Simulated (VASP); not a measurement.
Input of a VASP 6.6.1 run:

The input INCAR:

```
PREC = Accurate
ENCUT = 520
EDIFF = 1E-6
ISMEAR = -1
SIGMA = 0.02
LREAL = False
LASPH = True
NELM = 100
ALGO = Normal
ISIF = 2
LWAVE = False
LCHARG = True
GGA = PS
LELF = True
LVHAR = True
NBANDS = 33
```

The input KPOINTS:

```
regular mesh
0
Gamma
  8 8 11
```

File POSCAR:

```
TaN
1.0
    5.1385620714      0.0000000000      0.0000000000
   -2.5692810357      4.4501252927      0.0000000000
    0.0000000000      0.0000000000      2.8786242542
Ta N
3 3
Direct
    0.6666666667      0.3333333333      0.5000000000
    0.3333333333      0.6666666667      0.5000000000
    0.0000000000      0.0000000000      0.0000000000
    0.0000000000      0.5000000000      0.0000000000
    0.5000000000      0.5000000000      0.0000000000
    0.5000000000      0.0000000000      0.0000000000
```

Potentials or basis: VASP PAW PBE potentials, release 64 (Ta_pv, N).

Launch:

```bash
$ cat potpaw_PBE.64/Ta_pv/POTCAR potpaw_PBE.64/N/POTCAR > POTCAR
$ mpirun -np 1 vasp_std > vasp.out
```

Task: What does it give for the pressure?

Result: 12.7 GPa.

Task: Estimate the band gap on the k mesh.

Result: Zero (band 24 reaches 9.28 eV, above the bottom of band 25 at 7.02 eV).

Stress tensor (GPa, compression positive):
```
11.48  0.00  0.00
 0.00 11.48  0.00
 0.00  0.00 15.16
```

Caveat: the PAW data sets were made with another functional, which shifts forces and pressure a little; spin-orbit coupling is left out, which moves the levels of the heavy elements.
